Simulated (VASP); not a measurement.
A run of VASP 6.6.1 is set up as follows.

INCAR

```
SYSTEM = P
PREC = Accurate
ENCUT = 600
EDIFF = 1E-6
ISMEAR = -1
SIGMA = 0.05
LREAL = .False.
LASPH = .True.
NELM = 100
ALGO = Normal
ISIF = 3
LWAVE = .False.
LCHARG = .False.
IBRION = 2
NSW = 80
EDIFFG = -0.02
```

Contents of KPOINTS:

```
regular mesh
0
Gamma
  6 6 6
  0 0 0
```

The input POSCAR:

```
P
1.0
    3.7102200000      0.0000000000      0.0000000000
    2.1048557821      3.0553747045      0.0000000000
    2.1048557821      1.1059396909      2.8481945132
P
2
Direct
    0.2270800000      0.2270800000      0.2270800000
    0.7729200000      0.7729200000      0.7729200000
```

Potentials or basis: VASP PAW LDA potentials, release 64 (P).

Launch:

```sh
$ cat potpaw_LDA.64/P/POTCAR > POTCAR
$ mpirun -np 1 vasp_std > vasp.out
```

What does it give for the space group after relaxing (to 0.1 Å)?

R-3m (No. 166).

Predict the band gap on the k mesh.

zero (bands 5 and 6 overlap by 0.89 eV).

Final structure:
```
CELL_PARAMETERS angstrom
3.61226 -0.03184 -0.02179
2.02307 2.99277 -0.02179
2.02307 1.06297 2.79772
ATOMIC_POSITIONS crystal
P 0.22903 0.22903 0.22903
P 0.77097 0.77097 0.77097
```

Caveat: the k points lie up to 0.37 Å⁻¹ apart in the final cell, too coarse for converged energies and pressures of a metal.
